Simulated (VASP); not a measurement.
# Lu (P6_3/mmc) in VASP: a series of runs, part 2 of 2

VASP 6.6.1. Earlier steps stand in the parts before.

### Step 4. Vibrations by perturbation theory, PBEsol

INCAR reads:

```
SYSTEM = Lu
PREC = Accurate ; ENCUT = 520
EDIFF = 1E-8 ; ISMEAR = -1
SIGMA = 0.05 ; LREAL = .FALSE.
LASPH = .TRUE. ; NELM = 60
ALGO = Normal ; ISIF = 2
LWAVE = .FALSE. ; LCHARG = .FALSE.
GGA = PS ; NBANDS = 32
IBRION = 8 ; NSW = 1
```

KPOINTS reads:

```
Automatic mesh
0
G
  8 8 4
  0 0 0
```

POSCAR reads:

```
Lu
1.0
    3.5031000000      0.0000000000      0.0000000000
   -1.7515500000      3.0337735920      0.0000000000
    0.0000000000      0.0000000000      5.5509000000
Lu
2
Direct
    0.6666666667      0.3333333333      0.7500000000
    0.3333333333      0.6666666667      0.2500000000
```

Potentials or basis: VASP PAW PBE potentials, release 64 (Lu).

Launch:

```bash
> cat potpaw_PBE.64/Lu/POTCAR > POTCAR
> mpirun -np 1 vasp_std > vasp.out
```

OUTCAR:

```text
SYSTEM = Lu
   PREC = Accurate
   ENCUT = 520
   EDIFF = 1E-8
   ISMEAR = -1
   LREAL = .FALSE.
   LASPH = .TRUE.
   NELM = 60
   ISIF = 2
   GGA = PS
   IBRION = 8
   NSW = 1

 ion  position               nearest neighbor table
   1  0.667  0.333  0.750-   2 3.43   2 3.43   2 3.43   2 3.43   2 3.43   2 3.43
   2  0.333  0.667  0.250-   1 3.43   1 3.43   1 3.43   1 3.43   1 3.43   1 3.43

  LATTYP: Found a hexagonal cell.
 ALAT       =     3.5031000000
 C/A-ratio  =     1.5845679541

  Lattice vectors:

 A1 = (   3.5031000000,   0.0000000000,   0.0000000000)
 A2 = (  -1.7515500000,   3.0337735920,   0.0000000000)
 A3 = (   0.0000000000,   0.0000000000,   5.5509000000)

Analysis of symmetry for initial positions (statically):
=====================================================================
 Subroutine PRICEL returns:
 Original cell was already a primitive cell.

 Routine SETGRP: Setting up the symmetry group for a
 hexagonal supercell.

 Subroutine GETGRP returns: Found 24 space group operations
 (whereof 12 operations were pure point group operations)
 out of a pool of 24 trial point group operations.

The static configuration has the point symmetry D_3d.
 The point group associated with its full space group is D_6h.

Analysis of symmetry for dynamics (positions and initial velocities):
=====================================================================
 Subroutine PRICEL returns:
 Original cell was already a primitive cell.

[... 1029 lines left out ...]
     -0.00000      2.02252      1.38773        -0.000000      0.000000      0.000000
 -----------------------------------------------------------------------------------
    total drift:                               -0.000000      0.000000     -0.000000

  FREE ENERGIE OF THE ION-ELECTRON SYSTEM (eV)
  ---------------------------------------------------
  free  energy   TOTEN  =        -9.8800603087 eV

  energy  without entropy=       -9.8519753979  energy(sigma->0) =       -9.86601785

[... ionic steps 2 to 3 ...]

--------------------------------------- Ionic step        4  -------------------------------------------

------------------------ aborting loop because EDIFF is reached ----------------------------------------

[... ionic steps 5 to 5 ...]

--------------------------------------- Ionic step        6  -------------------------------------------

 Free energy of the ion-electron system (eV)
  ---------------------------------------------------
  ---------------------------------------------------
  free energy    TOTEN  =        -0.37976673 eV

  energy without entropy =       -0.37976673

------------------------ aborting loop because EDIFF is reached ----------------------------------------

 INTERNAL STRAIN TENSOR  FOR ION    1  DIRECTION 3   (eV/Angst):
 -----------------------------------------------------------------------------
     0.00088  0.00000  0.00000
     0.00000  0.00088 -0.00000
     0.00000  0.00000 -0.01157

 INTERNAL STRAIN TENSOR FOR ION    2 for displacements in x,y,z  (eV/Angst):
          X           Y           Z          XY          YZ          ZX
  --------------------------------------------------------------------------------
  x     0.00000     0.00000     0.00000    -1.23488     0.00000     0.00000
  y    -1.23488     1.23488     0.00000     0.00000     0.00000     0.00000
  z    -0.00000     0.00000    -0.00000     0.00000     0.00000     0.00000

 SECOND DERIVATIVES (NOT SYMMETRIZED)
 ------------------------------------
               1X          1Y          1Z          2X          2Y          2Z
  1X    -1.717173    0.000000    0.000000    1.717173    0.000000    0.000000
  1Y     0.000000   -1.717173    0.000000    0.000000    1.717173    0.000000
  1Z     0.000000    0.000000   -3.940289    0.000000    0.000000    3.940289
  2X     1.717173    0.000000    0.000000   -1.717173    0.000000    0.000000
  2Y     0.000000    1.717173    0.000000    0.000000   -1.717173    0.000000
  2Z     0.000000    0.000000    3.940289    0.000000    0.000000   -3.940289

 Eigenvectors and eigenvalues of the dynamical matrix
 ----------------------------------------------------

   1 f  =    3.317811 THz    20.846424 2PiTHz  110.670274 cm-1    13.721359 meV
             X         Y         Z           dx          dy          dz
      1.751550  1.011258  4.163175     0.000000    0.000000   -0.707107
     -0.000000  2.022516  1.387725     0.000000    0.000000    0.707107
[... 21 lines left out ...]
   6 f  =    0.000000 THz     0.000000 2PiTHz    0.000000 cm-1     0.000000 meV
             X         Y         Z           dx          dy          dz
      1.751550  1.011258  4.163175     0.000000    0.000000    0.707107
     -0.000000  2.022516  1.387725     0.000000    0.000000    0.707107

--------------------------------------------------------------------------------------------------------

 ELASTIC MODULI CONTR FROM IONIC RELAXATION (kBar)
 Direction    XX          YY          ZZ          XY          YZ          ZX
 --------------------------------------------------------------------------------
 XX         -24.1184     24.1184     -0.0000      0.0000      0.0000      0.0000
 YY          24.1184    -24.1184      0.0000     -0.0000     -0.0000      0.0000
 ZZ          -0.0000      0.0000     -0.0000      0.0000      0.0000      0.0000
 XY           0.0000     -0.0000      0.0000    -24.1184     -0.0000      0.0000
 YZ           0.0000     -0.0000      0.0000     -0.0000     -0.0000      0.0000
 ZX           0.0000      0.0000      0.0000      0.0000      0.0000      0.0000
 --------------------------------------------------------------------------------
```

OSZICAR:

```text
N       E                     dE             d eps       ncg     rms          rms(c)
DAV:   1     0.259556332005E+03    0.25956E+03   -0.19315E+04  2728   0.513E+03
DAV:   2     0.213191639292E+02   -0.23824E+03   -0.22910E+03  2104   0.591E+02
DAV:   3    -0.701953142362E+01   -0.28339E+02   -0.27942E+02  2640   0.122E+02
DAV:   4    -0.999135079378E+01   -0.29718E+01   -0.29505E+01  3016   0.266E+01
[... 75 lines left out ...]
RMM:  22    -0.379766808620E+00   -0.12119E-06   -0.22030E-07  6207   0.255E-04    0.600E-06
RMM:  23    -0.379766735676E+00    0.72944E-07   -0.24171E-07  5879   0.220E-04    0.630E-06
RMM:  24    -0.379766782912E+00   -0.47236E-07   -0.84547E-08  5772   0.194E-04    0.995E-06
RMM:  25    -0.379766741507E+00    0.41405E-07   -0.11184E-07  5726   0.176E-04    0.915E-06
RMM:  26    -0.379766733314E+00    0.81928E-08    0.18374E-08  5430   0.163E-04    0.100E-05
 Linear response finished
```

stdout:

```text
POSCAR found type information on POSCAR Lu
 POSCAR found :  1 types and       2 ions
 scaLAPACK will be used
 -----------------------------------------------------------------------------
|                                                                             |
|                                                                             |
|     You enforced a specific xc type in the INCAR file but a different       |
|     I HOPE YOU KNOW WHAT YOU ARE DOING!                                     |
|                                                                             |
 -----------------------------------------------------------------------------

 LDA part: xc-table for (Slater+PW92), standard interpolation
 POSCAR, INCAR and KPOINTS ok, starting setup
 FFT: planning ... GRIDC
 FFT: planning ... GRID_SOFT
 FFT: planning ... GRID
 WAVECAR not read
 entering main loop
 Linear response reoptimize wavefunctions to high precision
 Linear response DOF=           2
 Linear response progress:
 first order change of Fermi-energy   0.83941E-05
 force on displaced ion       1 direction 1 :  -1.717  -0.001   0.000
 Linear response progress:
 first order change of Fermi-energy   0.31056E-04
 force on displaced ion       1 direction 3 :   0.000  -0.000  -3.940
 Linear response finished
```

Wall time 11 min (1 thread of Intel Xeon 6975P-C (Granite Rapids), shared host); peak memory 0.49 GiB.

What came out:

```
Highest phonon frequency at Γ : 111 cm⁻¹
```

Phonon frequencies in cm⁻¹ (negative: imaginary):
| q point | frequencies |
| --- | --- |
| (0.000, 0.000, 0.000) | 0 0 0 73 73 111 |

Caveat: the cell wasn't relaxed at this level first, which shifts response properties; spin-orbit coupling is left out, which moves the levels of the heavy elements.
